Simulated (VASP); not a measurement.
# SnTe (P6_3/mmc) in VASP: single point with PBE

Aim: the single point of SnTe with PBE.

Everything below comes from runs of VASP 6.6.1. Logs are shortened: lines on timing, memory, paths and dates and some standing lists are left out, and cuts for length are marked.

**1. The cell of the first run**

Symmetry: P6_3/mmc, No. 194, hexagonal system. The conventional cell has a = 4.444 Å, b = 4.444 Å, c = 7.858 Å, α = 90.00°, β = 90.00°, γ = 120.00°. Within 4.5 Å of Sn (site symmetry -3m) lie 6 Te at 3.23 Å and 8 Sn at 3.93 to 4.44 Å. Within 4.5 Å of Te (site symmetry -6m2) lie 6 Sn at 3.23 Å and 6 Te at 4.44 Å.

**2. Single point, PBE**

File POSCAR:

```
SnTe
1.0
    4.4440255200      0.0000000000      0.0000000000
   -2.2220127600      3.8486389954      0.0000000000
    0.0000000000      0.0000000000      7.8577991307
Sn Te
2 2
Direct
    0.0000000000      0.0000000000      0.0000000000
    0.0000000000      0.0000000000      0.5000000000
    0.3333333333      0.6666666667      0.2500000000
    0.6666666667      0.3333333333      0.7500000000
```

File INCAR.step1:

```
PREC     = Accurate       # precision mode
ENCUT    = 520            # plane-wave cutoff, eV
EDIFF    = 1E-6           # SCF threshold, eV
ISMEAR   = 0              # smearing method
SIGMA    = 0.1            # smearing width, eV
LREAL    = False          # projectors in reciprocal space
LASPH    = True           # aspherical terms in the spheres
NELM     = 80             # most SCF steps
ALGO     = Normal         # electronic algorithm
ISIF     = 2              # what is computed and relaxed
LWAVE    = False          # write WAVECAR
LCHARG   = True           # write CHGCAR
GGA      = PE             # functional
NBANDS   = 28             # bands
```

File KPOINTS.step1:

```
Automatic mesh
0
Gamma
  12 12 6
```

File INCAR.step2:

```
PREC     = Accurate       # precision mode
ENCUT    = 520            # plane-wave cutoff, eV
EDIFF    = 1E-6           # SCF threshold, eV
ISMEAR   = -5             # smearing method
SIGMA    = 0.1            # smearing width, eV
LREAL    = False          # projectors in reciprocal space
LASPH    = True           # aspherical terms in the spheres
NELM     = 80             # most SCF steps
ALGO     = Normal         # electronic algorithm
ISIF     = 2              # what is computed and relaxed
LWAVE    = False          # write WAVECAR
LCHARG   = False          # write CHGCAR
GGA      = PE             # functional
LORBIT   = 11             # projections on sites
NEDOS    = 1001           # points of the DOS
ICHARG   = 11             # starting density
```

File KPOINTS.step2:

```
Automatic mesh
0
Gamma
  18 18 9
```

Potentials or basis: VASP PAW PBE potentials, release 64 (Sn_d, Te).

Launch:

```bash
$ cat potpaw_PBE.64/Sn_d/POTCAR potpaw_PBE.64/Te/POTCAR > POTCAR
$ cp INCAR.step1 INCAR
$ cp KPOINTS.step1 KPOINTS
$ mpirun -np 1 vasp_std > vasp.out
$ cp INCAR.step2 INCAR
$ cp KPOINTS.step2 KPOINTS
$ mpirun -np 1 vasp_std > vasp.out
```

OUTCAR:

```text
PREC = Accurate
   ENCUT = 520
   EDIFF = 1E-6
   ISMEAR = -5
   LREAL = False
   LASPH = True
   NELM = 80
   ISIF = 2
   GGA = PE
   LORBIT = 11
   ICHARG = 11

 ion  position               nearest neighbor table
   1  0.000  0.000  0.000-   3 3.23   4 3.23   4 3.23   3 3.23   4 3.23   3 3.23
   2  0.000  0.000  0.500-   3 3.23   4 3.23   4 3.23   3 3.23   4 3.23   3 3.23
   3  0.333  0.667  0.250-   1 3.23   2 3.23   1 3.23   2 3.23   1 3.23   2 3.23
   4  0.667  0.333  0.750-   1 3.23   2 3.23   1 3.23   2 3.23   1 3.23   2 3.23

  LATTYP: Found a hexagonal cell.
 ALAT       =     4.4440255200
 C/A-ratio  =     1.7681714687

  Lattice vectors:

 A1 = (   4.4440255200,   0.0000000000,   0.0000000000)
 A2 = (  -2.2220127600,   3.8486389954,   0.0000000000)
 A3 = (   0.0000000000,   0.0000000000,   7.8577991307)

Analysis of symmetry for initial positions (statically):
=====================================================================
 Subroutine PRICEL returns:
 Original cell was already a primitive cell.

 Routine SETGRP: Setting up the symmetry group for a
 hexagonal supercell.

 Subroutine GETGRP returns: Found 24 space group operations
 (whereof 12 operations were pure point group operations)
 out of a pool of 24 trial point group operations.

The static configuration has the point symmetry D_3d.
 The point group associated with its full space group is D_6h.

Analysis of symmetry for dynamics (positions and initial velocities):
=====================================================================
 Subroutine PRICEL returns:
 Original cell was already a primitive cell.

 Routine SETGRP: Setting up the symmetry group for a
 hexagonal supercell.

 Subroutine GETGRP returns: Found 24 space group operations
 (whereof 12 operations were pure point group operations)
 out of a pool of 24 trial point group operations.

The dynamic configuration has the point symmetry D_3d.
 The point group associated with its full space group is D_6h.

 Subroutine INISYM returns: Found 24 space group operations
 (whereof 12 operations are pure point group operations),
 and found     1 'primitive' translations

----------------------------------------------------------------------------------------

                                     Primitive cell

  volume of cell :     134.3955

[... 101 lines left out ...]
   ISYM   =      2    0-nonsym 1-usesym 2-fastsym
   POTIM  = 0.5000    time-step for ionic-motion
   TEBEG  =    0.0;   TEEND  =   0.0 temperature during run
   PSTRESS=    0.0 pullay stress
   NELECT =      40.0000    total number of electrons
   NUPDOWN=      -1.0000    fix difference up-down
   EMIN   =  10.00;   EMAX   =-10.00  energy-range for DOS
   EFERMI =   0.00;   METHOD = LEGACY
   ISMEAR =    -5;   SIGMA  =   0.10  broadening in eV -4-tet -1-fermi 0-gaus
   EFERMI_NEDOS =   21; number of points for ismear=-14 and -15
   IALGO  =     38    algorithm
   IMIX   =      4    mixing-type and parameters
     AMIX     =   0.40;   BMIX     =  1.00
     AMIX_MAG =   1.60;   BMIX_MAG =  1.00
  volume/ion in A,a.u.               =      33.60       226.74
  Fermi-wavevector in a.u.,A,eV,Ry     =   1.093033  2.065533 16.255168  1.194721
  Thomas-Fermi vector in A             =   2.229310
   LORBIT       =     11    0 simple, 1 ext, 2 COOP (PROOUT), +10 PAW based schemes
   GGA     = PE    functional components
   LHFCALC =     F    Hartree Fock is set to
   AEXX    =    0.0000 exact exchange contribution
   IVDW    =     0    specifies the selected vdW correction
   LEPSILON=     F    determine dielectric tensor
   LRPA    =     F    only Hartree local field effects (RPA)
 non-spin polarized calculation
 Fermi weights with tetrahedron method with Bloechl corrections
  energy-cutoff  :      520.00
  volume of cell :      134.40
 maximum number of plane-waves:      3654
 NGX is ok and might be reduce to    36

 number of electron      40.0000005 magnetization

 Free energy of the ion-electron system (eV)
  ---------------------------------------------------
  ext. energy  EPLUGINS =         0.00000000
  ---------------------------------------------------
  free energy    TOTEN  =       -14.92291346 eV

  energy without entropy =      -14.92291346  energy(sigma->0) =      -14.92291346

 E-fermi :   6.2113     XC(G=0):  -9.1647

 val. band max:        6.3399310634   @ k =   0.0556   0.0000   0.0000
 cond. band min:       6.1818131263   @ k =   0.3889  -0.0000   0.0000
 fundamental gap:     -0.1581179371
 Fermi energy:         6.2112964855

 k-point     1 :       0.0000    0.0000    0.0000
  band No.  band energies     occupation
      1     -15.7937      2.00000
      2     -15.7909      2.00000
      3     -15.7909      2.00000
      4     -15.7872      2.00000
      5     -15.7872      2.00000
      6     -15.7807      2.00000
[... 637 lines left out ...]
     23       7.8312      0.00000
     24       9.4082      0.00000

 [... further k-points ...]

------------------------ aborting loop because EDIFF is reached ----------------------------------------

  FORCE on cell =-STRESS in cart. coord.  units (eV):
  Direction    XX          YY          ZZ          XY          YZ          ZX
  --------------------------------------------------------------------------------------
  -------------------------------------------------------------------------------------
  Total       -0.0639897     -0.0639897      0.0294465      0.0000000     -0.0000000      0.0000000
  in kB       -0.7628449     -0.7628449      0.3510429      0.0000000     -0.0000000      0.0000000
  external PRESSURE =      -0.3915490 kB  Pullay stress =       0.0000000 kB

 VOLUME and BASIS-vectors are now :
 -----------------------------------------------------------------------------
  energy-cutoff  :      520.00
  volume of cell :      134.40
      direct lattice vectors                 reciprocal lattice vectors
     4.444025520  0.000000000  0.000000000     0.225021210  0.129916056  0.000000000
    -2.222012760  3.848638995  0.000000000     0.000000000  0.259832112  0.000000000
     0.000000000  0.000000000  7.857799131     0.000000000  0.000000000  0.127262098

 POSITION                                       TOTAL-FORCE (eV/Angst)
 -----------------------------------------------------------------------------------
      0.00000      0.00000      0.00000         0.000000      0.000000      0.000000
      0.00000      0.00000      3.92890         0.000000      0.000000      0.000000
     -0.00000      2.56576      1.96445        -0.000000     -0.000000      0.000000
      2.22201      1.28288      5.89335         0.000000      0.000000     -0.000000
 -----------------------------------------------------------------------------------
    total drift:                               -0.000000     -0.000000      0.000000

  FREE ENERGIE OF THE ION-ELECTRON SYSTEM (eV)
  ---------------------------------------------------
  free  energy   TOTEN  =       -14.9229134581 eV

  energy  without entropy=      -14.9229134581  energy(sigma->0) =      -14.92291346

 total charge

# of ion       s       p       d       tot
------------------------------------------
    1        1.388   0.680   9.975  12.043
    2        1.388   0.680   9.975  12.043
    3        1.384   1.953   0.022   3.359
    4        1.384   1.953   0.022   3.359
--------------------------------------------------
tot          5.545   5.266  19.993  30.804
```

OSZICAR.step1:

```text
N       E                     dE             d eps       ncg     rms          rms(c)
DAV:   1     0.330296408961E+03    0.33030E+03   -0.18375E+04  4288   0.164E+03
DAV:   2     0.275691888225E+02   -0.30273E+03   -0.29508E+03  4320   0.425E+02
DAV:   3    -0.131727624275E+02   -0.40742E+02   -0.39780E+02  5260   0.142E+02
DAV:   4    -0.150096234788E+02   -0.18369E+01   -0.18294E+01  4920   0.309E+01
DAV:   5    -0.150794164195E+02   -0.69793E-01   -0.69784E-01  5932   0.632E+00    0.569E+00
DAV:   6    -0.149232799442E+02    0.15614E+00   -0.35979E-01  5184   0.324E+00    0.369E+00
DAV:   7    -0.149272764048E+02   -0.39965E-02   -0.16319E-01  5052   0.152E+00    0.794E-01
DAV:   8    -0.149249361346E+02    0.23403E-02   -0.25175E-02  4648   0.956E-01    0.414E-01
DAV:   9    -0.149256154236E+02   -0.67929E-03   -0.18270E-03  4588   0.281E-01    0.900E-02
DAV:  10    -0.149255088730E+02    0.10655E-03   -0.44550E-04  5204   0.145E-01    0.442E-02
DAV:  11    -0.149255278635E+02   -0.18991E-04   -0.12736E-04  4492   0.723E-02    0.390E-02
DAV:  12    -0.149255263164E+02    0.15472E-05   -0.14653E-05  4812   0.314E-02    0.353E-03
DAV:  13    -0.149255258167E+02    0.49966E-06   -0.17294E-06  3256   0.879E-03
   1 F= -.14925526E+02 E0= -.14924455E+02  d E =-.214091E-02
```

Wall time 12 min (1 thread of Intel Xeon Platinum 8375C at 2.90GHz (Ice Lake), shared host); peak memory 0.64 GiB.

What came out:

- Valence electrons inside the program's atomic spheres: Sn 12.04; Te 3.36

Caveat: spin-orbit coupling is left out, which moves the levels of the heavy elements; tetrahedron occupations give inexact forces and stress in metals.
